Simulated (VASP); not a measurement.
The system is Cu.

```
Cu
1.0
     0.00000    1.79537    1.79537
     1.79537    0.00000    1.79537
     1.79537    1.79537    0.00000
Cu
1
Direct
  0.00000 0.00000 0.00000
```

Base run:

| Quantity | Value |
| --- | --- |
| Program | VASP 6.6.1 |
| Functional | RPBE |
| Dispersion | D3(BJ) |
| Potentials or basis | VASP PAW PBE potentials, release 64 (Cu) |
| Cutoff | 600 eV |
| k mesh | 13 × 13 × 13 |
| Occupations | fermi-dirac, width 0.05 eV |
| Spin | no spin polarisation |

Its results: pressure -29.9 GPa.

The run is repeated on the same cell with these changes: functional from RPBE to r2SCAN; dispersion from D3(BJ) to rVV10; cutoff from 600 eV to 520 eV. What comes out?

Pressure -3.2 GPa.

Several settings changed at once, so the effect can't be laid on one alone.

Caveats: the PAW data sets were made with another functional, which shifts forces and pressure a little; pairwise dispersion overbinds metals, which lowers pressure and volume (some runs).
